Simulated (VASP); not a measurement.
# CdS (F-43m) in VASP: a series of runs

The runs below take CdS through single point, with PBE, LDA, PBEsol.

Program: VASP 6.6.1. These are calculated values, not measurements. Logs are shortened: lines on timing, memory, paths and dates and some standing lists are left out, and cuts for length are marked.

### 1 The cell of the first run

Symmetry: F-43m, No. 216, cubic system. Conventional cell: a = 5.820 Å, b = 5.820 Å, c = 5.820 Å, α = 90.00°, β = 90.00°, γ = 90.00°. Within 3.3 Å of Cd (site symmetry -43m) lie 4 S at 2.52 Å. Within 3.3 Å of S (site symmetry -43m) lie 4 Cd at 2.52 Å.

### 2 Single point, PBE

Contents of INCAR:

```
SYSTEM = CdS
PREC = Accurate ; ENCUT = 520
EDIFF = 1E-6 ; ISMEAR = -1
SIGMA = 0.03 ; LREAL = .False.
LASPH = .True. ; NELM = 80
ALGO = Normal ; ISIF = 2
LWAVE = .False. ; LCHARG = .True.
GGA = PE ; LELF = .True.
LVHAR = .True. ; NBANDS = 16
```

Contents of KPOINTS:

```
Automatic mesh
0
Gamma
  9 9 9
  0 0 0
```

Contents of POSCAR:

```
CdS
1.0
    0.0000000000      2.9100000000      2.9100000000
    2.9100000000      0.0000000000      2.9100000000
    2.9100000000      2.9100000000      0.0000000000
Cd S
1 1
Direct
    0.0000000000      0.0000000000      0.0000000000
    0.7500000000      0.7500000000      0.7500000000
```

Potentials or basis: VASP PAW PBE potentials, release 64 (Cd, S).

Command:

```
$ cat potpaw_PBE.64/Cd/POTCAR potpaw_PBE.64/S/POTCAR > POTCAR
$ mpirun -np 1 vasp_std > vasp.out
```

OUTCAR:

```text
SYSTEM = CdS
   PREC = Accurate
   ENCUT = 520
   EDIFF = 1E-6
   ISMEAR = -1
   LREAL = .False.
   LASPH = .True.
   NELM = 80
   ISIF = 2
   GGA = PE

 ion  position               nearest neighbor table
   1  0.000  0.000  0.000-   2 2.52   2 2.52   2 2.52   2 2.52
   2  0.750  0.750  0.750-   1 2.52   1 2.52   1 2.52   1 2.52

  LATTYP: Found a face centered cubic cell.
 ALAT       =     5.8200000000

  Lattice vectors:

 A1 = (   0.0000000000,   2.9100000000,   2.9100000000)
 A2 = (   2.9100000000,   0.0000000000,   2.9100000000)
 A3 = (   2.9100000000,   2.9100000000,   0.0000000000)

Analysis of symmetry for initial positions (statically):
=====================================================================
 Subroutine PRICEL returns:
 Original cell was already a primitive cell.

 Routine SETGRP: Setting up the symmetry group for a
 face centered cubic supercell.

 Subroutine GETGRP returns: Found 24 space group operations
 (whereof 24 operations were pure point group operations)
 out of a pool of 48 trial point group operations.

The static configuration has the point symmetry T_d .

Analysis of symmetry for dynamics (positions and initial velocities):
=====================================================================
 Subroutine PRICEL returns:
 Original cell was already a primitive cell.

 Routine SETGRP: Setting up the symmetry group for a
 face centered cubic supercell.

 Subroutine GETGRP returns: Found 24 space group operations
 (whereof 24 operations were pure point group operations)
 out of a pool of 48 trial point group operations.

The dynamic configuration has the point symmetry T_d .

 Subroutine INISYM returns: Found 24 space group operations
 (whereof 24 operations are pure point group operations),
 and found     1 'primitive' translations

----------------------------------------------------------------------------------------

                                     Primitive cell

  volume of cell :      49.2843

  direct lattice vectors                    reciprocal lattice vectors
     0.000000000  2.910000000  2.910000000    -0.171821306  0.171821306  0.171821306
     2.910000000  0.000000000  2.910000000     0.171821306 -0.171821306  0.171821306
     2.910000000  2.910000000  0.000000000     0.171821306  0.171821306 -0.171821306

  length of vectors
     4.115361467  4.115361467  4.115361467     0.297603232  0.297603232  0.297603232

  position of ions in fractional coordinates (direct lattice)
     0.000000000  0.000000000  0.000000000
     0.750000000  0.750000000  0.750000000

  ion indices of the primitive-cell ions
   primitive index   ion index
                 1           1
                 2           2

----------------------------------------------------------------------------------------

 KPOINTS: Automatic mesh

Automatic generation of k-mesh.
 Grid dimensions read from file:
 generate k-points for:    9    9    9

 Generating k-lattice:

  Cartesian coordinates                     Fractional coordinates (reciprocal lattice)
    -0.019091256  0.019091256  0.019091256     0.111111111  0.000000000  0.000000000
     0.019091256 -0.019091256  0.019091256     0.000000000  0.111111111  0.000000000
     0.019091256  0.019091256 -0.019091256     0.000000000  0.000000000  0.111111111

  Length of vectors
     0.033067026  0.033067026  0.033067026

  Shift w.r.t. Gamma in fractional coordinates (k-lattice)
     0.000000000  0.000000000  0.000000000

 Subroutine IBZKPT returns following result:
 ===========================================

 Found     35 irreducible k-points:

 Following reciprocal coordinates:
            Coordinates               Weight
  0.000000  0.000000  0.000000      1.000000
  0.111111  0.000000  0.000000      8.000000
  0.222222  0.000000  0.000000      8.000000
  0.333333  0.000000  0.000000      8.000000
  0.444444  0.000000  0.000000      8.000000
  0.111111  0.111111  0.000000      6.000000
[... 16 lines left out ...]
 -0.333333  0.333333  0.000000     12.000000
  0.444444  0.444444  0.000000      6.000000
 [... further k-points ...]
   k-points           NKPTS =     35   k-points in BZ     NKDIM =     35   number of bands    NBANDS=     16
   number of dos      NEDOS =    301   number of ions     NIONS =      2
   total plane-waves  NPLWV =  32768
   dimension x,y,z NGX =    32 NGY =   32 NGZ =   32
   dimension x,y,z NGXF=    64 NGYF=   64 NGZF=   64
   ions per type =               1   1
   NGX,Y,Z   is equivalent  to a cutoff of  12.93, 12.93, 12.93 a.u.
   NGXF,Y,Z  is equivalent  to a cutoff of  25.85, 25.85, 25.85 a.u.
 SYSTEM =  CdS
   PREC   = accura    normal or accurate (medium, high low for compatibility)
   ISTART =      0    job   : 0-new  1-cont  2-samecut
   ICHARG =      2    charge: 1-file 2-atom 10-const
   ISPIN  =      1    spin polarized calculation?
   LNONCOLLINEAR =      F non collinear calculations
   LSORBIT =      F    spin-orbit coupling
   LASPH  =      T    aspherical Exc in radial PAW
   ENCUT  =  520.0 eV  38.22 Ry    6.18 a.u.   7.65  7.65  7.65*2*pi/ulx,y,z
   NELM   =     80;   NELMIN=  2; NELMDL= -5     # of ELM steps
   EDIFF  = 0.1E-05   stopping-criterion for ELM
   LREAL  =      F    real-space projection
   EDIFFG = 0.1E-04   stopping-criterion for IOM
   NSW    =      0    number of steps for IOM
   IBRION =     -1    ionic relax: 0-MD 1-quasi-New 2-CG
   NFREE  =      0    steps in history (QN), initial steepest desc. (CG)
   ISIF   =      2    stress and relaxation
   ISYM   =      2    0-nonsym 1-usesym 2-fastsym
   POTIM  = 0.5000    time-step for ionic-motion
   TEBEG  =    0.0;   TEEND  =   0.0 temperature during run
   PSTRESS=    0.0 pullay stress
   NELECT =      18.0000    total number of electrons
   NUPDOWN=      -1.0000    fix difference up-down
   EMIN   =  10.00;   EMAX   =-10.00  energy-range for DOS
   EFERMI =   0.00;   METHOD = LEGACY
   ISMEAR =    -1;   SIGMA  =   0.03  broadening in eV -4-tet -1-fermi 0-gaus
   EFERMI_NEDOS =   21; number of points for ismear=-14 and -15
   IALGO  =     38    algorithm
   IMIX   =      4    mixing-type and parameters
     AMIX     =   0.40;   BMIX     =  1.00
     AMIX_MAG =   1.60;   BMIX_MAG =  1.00
  volume/ion in A,a.u.               =      24.64       166.29
  Fermi-wavevector in a.u.,A,eV,Ry     =   1.170207  2.211371 18.631605  1.369384
  Thomas-Fermi vector in A             =   2.306669
   LORBIT       =      0    0 simple, 1 ext, 2 COOP (PROOUT), +10 PAW based schemes
   GGA     = PE    functional components
   LHFCALC =     F    Hartree Fock is set to
   AEXX    =    0.0000 exact exchange contribution
   IVDW    =     0    specifies the selected vdW correction
   LEPSILON=     F    determine dielectric tensor
   LRPA    =     F    only Hartree local field effects (RPA)
 non-spin polarized calculation
  energy-cutoff  :      520.00
  volume of cell :       49.28
 maximum number of plane-waves:      1363
   NGX = 15   NGY = 15   NGZ = 15

 number of electron      18.0000003 magnetization

 Free energy of the ion-electron system (eV)
  ---------------------------------------------------
  ext. energy  EPLUGINS =         0.00000000
  ---------------------------------------------------
  free energy    TOTEN  =        -6.11431364 eV

  energy without entropy =       -6.11431364  energy(sigma->0) =       -6.11431364

 E-fermi :   2.0002     XC(G=0):  -9.1812

 val. band max:        1.3718903802   @ k =   0.0000   0.0000   0.0000
 cond. band min:       2.5364187175   @ k =   0.0000   0.0000   0.0000
 fundamental gap:      1.1645283374
 Fermi energy:         2.0002308968

 k-point     1 :       0.0000    0.0000    0.0000
  band No.  band energies     occupation
      1     -11.0394      2.00000
      2      -6.3808      2.00000
      3      -6.3808      2.00000
      4      -6.3808      2.00000
      5      -5.8916      2.00000
      6      -5.8916      2.00000
[... 8 lines left out ...]
     15      12.8627      0.00000
     16      12.8627      0.00000

 k-point     2 :       0.1111    0.0000    0.0000
  band No.  band energies     occupation
      1     -10.9891      2.00000
      2      -6.3624      2.00000
      3      -6.3624      2.00000
      4      -6.3387      2.00000
      5      -5.8926      2.00000
      6      -5.8926      2.00000
[... 8 lines left out ...]
     15      12.3412      0.00000
     16      13.3927      0.00000

 k-point     3 :       0.2222    0.0000    0.0000
  band No.  band energies     occupation
      1     -10.8610      2.00000
      2      -6.3195      2.00000
      3      -6.3195      2.00000
      4      -6.1905      2.00000
      5      -5.8897      2.00000
      6      -5.8897      2.00000
[... 8 lines left out ...]
     15      11.9852      0.00000
     16      12.8847      0.00000

 k-point     4 :       0.3333    0.0000    0.0000
  band No.  band energies     occupation
      1     -10.7151      2.00000
      2      -6.2797      2.00000
      3      -6.2797      2.00000
      4      -5.9045      2.00000
      5      -5.8745      2.00000
      6      -5.8745      2.00000
[... 8 lines left out ...]
     15      12.4969      0.00000
     16      12.4969      0.00000
[... 324 lines left out ...]
 k-point    22 :      -0.4444    0.3333    0.0000
  band No.  band energies     occupation
      1     -10.4951      2.00000
      2      -6.1783      2.00000
      3      -6.0840      2.00000
      4      -5.9990      2.00000
      5      -5.8364      2.00000
      6      -5.3563      2.00000
[... 8 lines left out ...]
     15      13.7761      0.00000
     16      15.2426      0.00000

 k-point    23 :      -0.3333    0.3333    0.0000
  band No.  band energies     occupation
      1     -10.5091      2.00000
      2      -6.1971      2.00000
      3      -6.1221      2.00000
      4      -5.9434      2.00000
      5      -5.8687      2.00000
      6      -5.3285      2.00000
[... 8 lines left out ...]
     15      12.7668      0.00000
     16      16.0952      0.00000

 k-point    24 :       0.4444    0.4444    0.0000
  band No.  band energies     occupation
      1     -10.4908      2.00000
      2      -6.1619      2.00000
      3      -6.0376      2.00000
      4      -6.0376      2.00000
      5      -5.8052      2.00000
      6      -5.4977      2.00000
[... 8 lines left out ...]
     15      13.7035      0.00000
     16      15.2618      0.00000

 [... further k-points ...]

------------------------ aborting loop because EDIFF is reached ----------------------------------------

  FORCE on cell =-STRESS in cart. coord.  units (eV):
  Direction    XX          YY          ZZ          XY          YZ          ZX
  --------------------------------------------------------------------------------------
  -------------------------------------------------------------------------------------
  Total        1.1284703      1.1284703      1.1284703     -0.0000000     -0.0000000     -0.0000000
  in kB       36.6852743     36.6852743     36.6852743     -0.0000000     -0.0000000     -0.0000000
  external PRESSURE =      36.6852743 kB  Pullay stress =       0.0000000 kB

 VOLUME and BASIS-vectors are now :
 -----------------------------------------------------------------------------
  energy-cutoff  :      520.00
  volume of cell :       49.28
      direct lattice vectors                 reciprocal lattice vectors
     0.000000000  2.910000000  2.910000000    -0.171821306  0.171821306  0.171821306
     2.910000000  0.000000000  2.910000000     0.171821306 -0.171821306  0.171821306
     2.910000000  2.910000000  0.000000000     0.171821306  0.171821306 -0.171821306

 POSITION                                       TOTAL-FORCE (eV/Angst)
 -----------------------------------------------------------------------------------
      0.00000      0.00000      0.00000         0.000000      0.000000      0.000000
      4.36500      4.36500      4.36500        -0.000000     -0.000000     -0.000000
 -----------------------------------------------------------------------------------
    total drift:                                0.000000      0.000000      0.000000

  FREE ENERGIE OF THE ION-ELECTRON SYSTEM (eV)
  ---------------------------------------------------
  free  energy   TOTEN  =        -6.1143136375 eV

  energy  without entropy=       -6.1143136375  energy(sigma->0) =       -6.11431364
```

Run time: 38 s. Hardware: 1 thread of Intel Xeon 8259CL, shared host; peak memory 0.18 GiB.

What came out:

```yaml
Free_energy: -6.1143 eV
Pressure: 3.7 GPa
Band_gap_on_the_k_mesh: 1.16 eV, direct
```

Levels at points of the mesh, in eV from the valence-band top:
```
           k point  band 5  band 6  band 7  band 8  band 9  band 10  band 11  band 12  band 13  band 14
(0.00, 0.00, 0.00)   -7.26   -7.26    0.00    0.00    0.00     1.16     6.55     6.55     6.55    11.48
```

A hybrid or GW would open this gap; PBE tends to underestimate it.

### 3 Single point, LDA

Contents of INCAR:

```
ALGO = Normal
EDIFF = 1E-7
ENCUT = 520
ISIF = 2
ISMEAR = -1
LASPH = T
LCHARG = T
LELF = T
LREAL = F
LVHAR = T
LWAVE = F
NBANDS = 16
NELM = 100
PREC = Accurate
SIGMA = 0.03
```

Contents of KPOINTS:

```
k-points
0
Gamma
  9 9 9
```

POSCAR is that of step 2.

Potentials or basis: VASP PAW LDA potentials, release 64 (Cd, S).

Command:

```
$ cat potpaw_LDA.64/Cd/POTCAR potpaw_LDA.64/S/POTCAR > POTCAR
$ mpirun -np 1 vasp_std > vasp.out
```

Run time: 13 s. Hardware: 1 thread of AMD EPYC 9R45 (Zen 5), shared host; peak memory 0.13 GiB.

It converged, with:

- Free energy: -7.4017 eV
- Pressure: -1.6 GPa
- Band gap on the k mesh: 0.91 eV, direct

Levels at points of the mesh, in eV from the valence-band top:
| k point | band 6 | band 7 | band 8 | band 9 | band 10 | band 11 | band 12 | band 13 |
| --- | --- | --- | --- | --- | --- | --- | --- | --- |
| (0.00, 0.00, 0.00) | -7.31 | 0.00 | 0.00 | 0.00 | 0.91 | 6.36 | 6.36 | 6.36 |

[end of part 1 of 2]
